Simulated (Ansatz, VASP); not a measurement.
## One calculation of Mg2BeSeO2, two programs

```
Mg Be Se O
1.0
     3.49557    0.00000    0.00000
     0.00000    3.87846    0.00000
     0.00000    0.00000    6.67430
Mg Be Se O
2 1 1 2
Direct
  0.00000 0.00000 0.74705
  0.00000 0.00000 0.25295
  0.50000 0.50000 0.00000
  0.50000 0.50000 0.50000
  0.50000 0.00000 0.50000
  0.00000 0.50000 0.00000
```

Change from the starting cell: species swapped into the LiCa2NiN2 type (Pmmm, No. 47).

Alike in both runs: task relaxation of cell and atoms; functional PBE; k mesh 10 × 10 × 6; occupations gaussian, width 0.1 eV; no spin polarisation.

|  | VASP | Ansatz |
| --- | --- | --- |
| version | VASP 6.6.1 | Ansatz 0.2.0 |
| potentials or method | VASP PAW PBE potentials, release 64 (Mg, Be, Se, O), cutoff 600 eV | scalar-relativistic, plane waves, PAW |
| valence electrons in the cell | 24 | 50 |

Ansatz gave:

* gap on the k mesh at the Fermi level, each at its own relaxed structure (eV): none
* relaxed volume (Å³/atom): 17.28
* relaxed cell length with the largest relative difference (Å): 5.883

**Question.** Which values does VASP return?

**Answer.** gap on the k mesh at the Fermi level, each at its own relaxed structure (eV): none; relaxed volume (Å³/atom): 15.06; relaxed cell length with the largest relative difference (Å): 5.239.

A gap of «none» marks a metal or a gap that the smearing closes. One of these differences is far larger than is usual between the two programs; its cause wasn't traced. VASP's potentials hold 24 valence electrons a cell and Ansatz's 50, so a difference there can come from the potentials and not from the codes.
